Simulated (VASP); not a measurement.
# As (P4/mmm) in VASP: single point with PBEsol

Aim: the single point of As with PBEsol.

Program: VASP 6.6.1. These are calculated values, not measurements. Logs are shortened: lines on timing, memory, paths and dates and some standing lists are left out, and cuts for length are marked.

### 1 The cell of the first run

The structure is tetragonal, space group P4/mmm (No. 123). Conventional cell: a = 2.650 Å, b = 2.650 Å, c = 2.704 Å, α = 90.00°, β = 90.00°, γ = 90.00°. Within 3.5 Å of As (site symmetry 4/mmm) lie 6 As at 2.65 to 2.70 Å.

### 2 Single point, PBEsol

INCAR

```
PREC = Accurate
ENCUT = 510
EDIFF = 1E-6
ISMEAR = -1
SIGMA = 0.05
LREAL = False
LASPH = True
NELM = 120
ALGO = Normal
ISIF = 2
LWAVE = False
LCHARG = False
GGA = PS
NBANDS = 14
GGA_COMPAT = False
```

KPOINTS

```
regular mesh
0
Gamma
  8 8 8
```

POSCAR

```
As
1.0
    2.6496081095      0.0000000000      0.0000000000
    0.0000000000      2.6496081095      0.0000000000
    0.0000000000      0.0000000000      2.7036817444
As
1
Direct
    0.5000000000      0.5000000000      0.5000000000
```

Potentials or basis: VASP PAW PBE potentials, release 64 (As_d).

Run with:

```
$ cat potpaw_PBE.64/As_d/POTCAR > POTCAR
$ mpirun -np 1 vasp_std > vasp.out
```

OUTCAR:

```text
PREC = Accurate
   ENCUT = 510
   EDIFF = 1E-6
   ISMEAR = -1
   LREAL = False
   LASPH = True
   NELM = 120
   ISIF = 2
   GGA = PS

 ion  position               nearest neighbor table
   1  0.500  0.500  0.500-

  LATTYP: Found a simple tetragonal cell.
 ALAT       =     2.6496081095
 C/A-ratio  =     1.0204081633

  Lattice vectors:

 A1 = (   2.6496081095,   0.0000000000,   0.0000000000)
 A2 = (   0.0000000000,   2.6496081095,   0.0000000000)
 A3 = (   0.0000000000,   0.0000000000,   2.7036817444)

Analysis of symmetry for initial positions (statically):
=====================================================================
 Subroutine PRICEL returns:
 Original cell was already a primitive cell.

 Routine SETGRP: Setting up the symmetry group for a
 simple tetragonal supercell.

 Subroutine GETGRP returns: Found 16 space group operations
 (whereof 16 operations were pure point group operations)
 out of a pool of 16 trial point group operations.

The static configuration has the point symmetry D_4h.

Analysis of symmetry for dynamics (positions and initial velocities):
=====================================================================
 Subroutine PRICEL returns:
 Original cell was already a primitive cell.

 Routine SETGRP: Setting up the symmetry group for a
 simple tetragonal supercell.

 Subroutine GETGRP returns: Found 16 space group operations
 (whereof 16 operations were pure point group operations)
 out of a pool of 16 trial point group operations.

The dynamic configuration has the point symmetry D_4h.

 Subroutine INISYM returns: Found 16 space group operations
 (whereof 16 operations are pure point group operations),
 and found     1 'primitive' translations

----------------------------------------------------------------------------------------

                                     Primitive cell

  volume of cell :      18.9810

  direct lattice vectors                    reciprocal lattice vectors
     2.649608109  0.000000000  0.000000000     0.377414304  0.000000000  0.000000000
     0.000000000  2.649608109  0.000000000     0.000000000  0.377414304  0.000000000
     0.000000000  0.000000000  2.703681744     0.000000000  0.000000000  0.369866018

  length of vectors
     2.649608109  2.649608109  2.703681744     0.377414304  0.377414304  0.369866018

  position of ions in fractional coordinates (direct lattice)
     0.500000000  0.500000000  0.500000000

  ion indices of the primitive-cell ions
   primitive index   ion index
                 1           1

----------------------------------------------------------------------------------------

 KPOINTS: regular mesh

Automatic generation of k-mesh.
 Grid dimensions read from file:
 generate k-points for:    8    8    8

 Generating k-lattice:

  Cartesian coordinates                     Fractional coordinates (reciprocal lattice)
     0.047176788  0.000000000  0.000000000     0.125000000  0.000000000  0.000000000
     0.000000000  0.047176788  0.000000000     0.000000000  0.125000000  0.000000000
     0.000000000  0.000000000  0.046233252     0.000000000  0.000000000  0.125000000

  Length of vectors
     0.047176788  0.047176788  0.046233252

  Shift w.r.t. Gamma in fractional coordinates (k-lattice)
     0.000000000  0.000000000  0.000000000

 Subroutine IBZKPT returns following result:
 ===========================================

 Found     75 irreducible k-points:

 Following reciprocal coordinates:
            Coordinates               Weight
  0.000000  0.000000  0.000000      1.000000
  0.125000  0.000000  0.000000      4.000000
  0.250000  0.000000  0.000000      4.000000
  0.375000  0.000000  0.000000      4.000000
  0.500000  0.000000  0.000000      2.000000
  0.125000  0.125000  0.000000      4.000000
[... 16 lines left out ...]
  0.375000  0.125000  0.125000     16.000000
  0.500000  0.125000  0.125000      8.000000
 [... further k-points ...]
   k-points           NKPTS =     75   k-points in BZ     NKDIM =     75   number of bands    NBANDS=     14
   number of dos      NEDOS =    301   number of ions     NIONS =      1
   total plane-waves  NPLWV =   8000
   dimension x,y,z NGX =    20 NGY =   20 NGZ =   20
   dimension x,y,z NGXF=    40 NGYF=   40 NGZF=   40
   ions per type =               1
   NGX,Y,Z   is equivalent  to a cutoff of  12.55, 12.55, 12.30 a.u.
   NGXF,Y,Z  is equivalent  to a cutoff of  25.10, 25.10, 24.60 a.u.
 SYSTEM =  unknown system
   PREC   = accura    normal or accurate (medium, high low for compatibility)
   ISTART =      0    job   : 0-new  1-cont  2-samecut
   ICHARG =      2    charge: 1-file 2-atom 10-const
   ISPIN  =      1    spin polarized calculation?
   LNONCOLLINEAR =      F non collinear calculations
   LSORBIT =      F    spin-orbit coupling
   LASPH  =      T    aspherical Exc in radial PAW
   ENCUT  =  510.0 eV  37.48 Ry    6.12 a.u.   4.88  4.88  4.98*2*pi/ulx,y,z
   NELM   =    120;   NELMIN=  2; NELMDL= -5     # of ELM steps
   EDIFF  = 0.1E-05   stopping-criterion for ELM
   LREAL  =      F    real-space projection
[... 7 lines left out ...]
   TEBEG  =    0.0;   TEEND  =   0.0 temperature during run
   PSTRESS=    0.0 pullay stress
   NELECT =      15.0000    total number of electrons
   NUPDOWN=      -1.0000    fix difference up-down
   EMIN   =  10.00;   EMAX   =-10.00  energy-range for DOS
   EFERMI =   0.00;   METHOD = LEGACY
   ISMEAR =    -1;   SIGMA  =   0.05  broadening in eV -4-tet -1-fermi 0-gaus
   EFERMI_NEDOS =   21; number of points for ismear=-14 and -15
   IALGO  =     38    algorithm
   IMIX   =      4    mixing-type and parameters
     AMIX     =   0.40;   BMIX     =  1.00
     AMIX_MAG =   1.60;   BMIX_MAG =  1.00
  volume/ion in A,a.u.               =      18.98       128.09
  Fermi-wavevector in a.u.,A,eV,Ry     =   1.513558  2.860209 31.168998  2.290857
  Thomas-Fermi vector in A             =   2.623333
   LORBIT       =      0    0 simple, 1 ext, 2 COOP (PROOUT), +10 PAW based schemes
   GGA     = PS    functional components
   LHFCALC =     F    Hartree Fock is set to
   AEXX    =    0.0000 exact exchange contribution
   IVDW    =     0    specifies the selected vdW correction
   LEPSILON=     F    determine dielectric tensor
   LRPA    =     F    only Hartree local field effects (RPA)
 non-spin polarized calculation
  energy-cutoff  :      510.00
  volume of cell :       18.98
 maximum number of plane-waves:       510
 NGX is ok and might be reduce to    20
   NGX =  9   NGY =  9   NGZ =  9

 number of electron      14.9999998 magnetization

 Free energy of the ion-electron system (eV)
  ---------------------------------------------------
  ext. energy  EPLUGINS =         0.00000000
  ---------------------------------------------------
  free energy    TOTEN  =        -5.01771381 eV

  energy without entropy =       -5.01301650  energy(sigma->0) =       -5.01536516

 E-fermi :   4.3759     XC(G=0): -11.5781

 val. band max:        4.3160285584   @ k =   0.2500   0.1250   0.3750
 cond. band min:       4.4552602157   @ k =   0.5000   0.5000   0.3750
 fundamental gap:      0.1392316573
 Fermi energy:         4.3759258346

 k-point     1 :       0.0000    0.0000    0.0000
  band No.  band energies     occupation
      1     -31.5900      2.00000
      2     -31.5764      2.00000
      3     -31.4617      2.00000
      4     -31.4617      2.00000
      5     -31.4604      2.00000
      6     -10.9922      2.00000
      7       8.1993      0.00000
      8       8.9192      0.00000
      9       8.9192      0.00000
     10      12.8054      0.00000
     11      13.2077      0.00000
     12      15.1996      0.00000
     13      31.7647      0.00000
     14      31.7974      0.00000

 k-point     2 :       0.1250    0.0000    0.0000
  band No.  band energies     occupation
      1     -31.5820      2.00000
      2     -31.5672      2.00000
      3     -31.4666      2.00000
      4     -31.4653      2.00000
      5     -31.4613      2.00000
      6     -10.6870      2.00000
      7       5.8999      0.00000
      8       8.4717      0.00000
      9       9.1914      0.00000
     10      13.1430      0.00000
     11      14.5240      0.00000
     12      17.6718      0.00000
     13      27.1970      0.00000
     14      27.9556      0.00000

 k-point     3 :       0.2500    0.0000    0.0000
  band No.  band energies     occupation
      1     -31.5779      2.00000
      2     -31.5298      2.00000
      3     -31.4785      2.00000
      4     -31.4769      2.00000
      5     -31.4603      2.00000
      6      -9.7948      2.00000
      7       1.9307      2.00000
      8       9.2278      0.00000
      9       9.9467      0.00000
     10      13.9631      0.00000
     11      15.5478      0.00000
     12      22.3818      0.00000
     13      23.2288      0.00000
     14      23.9900      0.00000

 k-point     4 :       0.3750    0.0000    0.0000
  band No.  band energies     occupation
      1     -31.5757      2.00000
      2     -31.4904      2.00000
      3     -31.4903      2.00000
      4     -31.4886      2.00000
      5     -31.4594      2.00000
      6      -8.4612      2.00000
      7      -1.3474      2.00000
      8      10.2091      0.00000
      9      10.9255      0.00000
     10      15.1662      0.00000
     11      16.9971      0.00000
     12      20.3208      0.00000
     13      21.0838      0.00000
     14      21.5761      0.00000

 k-point     5 :       0.5000    0.0000    0.0000
  band No.  band energies     occupation
      1     -31.5748      2.00000
      2     -31.4952      2.00000
      3     -31.4934      2.00000
      4     -31.4740      2.00000
      5     -31.4590      2.00000
      6      -7.5369      2.00000
      7      -2.9301      2.00000
      8      10.7369      0.00000
      9      11.4510      0.00000
     10      15.9701      0.00000
     11      18.4394      0.00000
[... 276 lines left out ...]
 k-point    22 :       0.2500    0.1250    0.1250
  band No.  band energies     occupation
      1     -31.5551      2.00000
      2     -31.5209      2.00000
      3     -31.4826      2.00000
      4     -31.4820      2.00000
      5     -31.4692      2.00000
      6      -9.2040      2.00000
      7       2.4722      2.00000
      8       6.6616      0.00000
      9       7.4391      0.00000
     10      17.3451      0.00000
     11      18.1549      0.00000
     12      20.0422      0.00000
     13      20.7446      0.00000
     14      24.0913      0.00000

 k-point    23 :       0.3750    0.1250    0.1250
  band No.  band energies     occupation
      1     -31.5530      2.00000
      2     -31.4948      2.00000
      3     -31.4941      2.00000
      4     -31.4812      2.00000
      5     -31.4681      2.00000
      6      -7.8700      2.00000
      7      -0.7893      2.00000
      8       7.7102      0.00000
      9       8.6036      0.00000
     10      15.6372      0.00000
     11      17.0162      0.00000
     12      19.2036      0.00000
     13      21.3624      0.00000
     14      25.6442      0.00000

 k-point    24 :       0.5000    0.1250    0.1250
  band No.  band energies     occupation
      1     -31.5522      2.00000
      2     -31.4999      2.00000
      3     -31.4991      2.00000
      4     -31.4679      2.00000
      5     -31.4644      2.00000
      6      -6.9435      2.00000
      7      -2.3707      2.00000
      8       8.3007      0.00000
      9       9.3372      0.00000
     10      14.4483      0.00000
     11      15.8346      0.00000
     12      19.8433      0.00000
     13      22.3509      0.00000
     14      24.6475      0.00000

 [... further k-points ...]

------------------------ aborting loop because EDIFF is reached ----------------------------------------

  FORCE on cell =-STRESS in cart. coord.  units (eV):
  Direction    XX          YY          ZZ          XY          YZ          ZX
  --------------------------------------------------------------------------------------
  -------------------------------------------------------------------------------------
  Total        0.5150952      0.5150952      0.2846450      0.0000000      0.0000000      0.0000000
  in kB       43.4789696     43.4789696     24.0267653      0.0000000      0.0000000      0.0000000
  external PRESSURE =      36.9949015 kB  Pullay stress =       0.0000000 kB

 VOLUME and BASIS-vectors are now :
 -----------------------------------------------------------------------------
  energy-cutoff  :      510.00
  volume of cell :       18.98
      direct lattice vectors                 reciprocal lattice vectors
     2.649608109  0.000000000  0.000000000     0.377414304  0.000000000  0.000000000
     0.000000000  2.649608109  0.000000000     0.000000000  0.377414304  0.000000000
     0.000000000  0.000000000  2.703681744     0.000000000  0.000000000  0.369866018

 POSITION                                       TOTAL-FORCE (eV/Angst)
 -----------------------------------------------------------------------------------
      1.32480      1.32480      1.35184         0.000000      0.000000      0.000000
 -----------------------------------------------------------------------------------
    total drift:                               -0.000000      0.000000     -0.000000

  FREE ENERGIE OF THE ION-ELECTRON SYSTEM (eV)
  ---------------------------------------------------
  free  energy   TOTEN  =        -5.0177138135 eV

  energy  without entropy=       -5.0130165026  energy(sigma->0) =       -5.01536516
```

It took 11 s on 1 thread of Intel Xeon Platinum 8259CL at 2.50GHz (Skylake/Cascade Lake), shared host; peak memory 0.13 GiB.

Results:

- Free energy: -5.0177 eV
- Pressure: 3.7 GPa
- Band gap on the k mesh: zero (an odd number of electrons rules out a gap without spin polarisation)

Caveat: the cell stands under pressure; the PAW data sets were made with another functional, which shifts forces and pressure a little.

The gap in the log of VASP goes by the Fermi energy; the results here count the filled bands.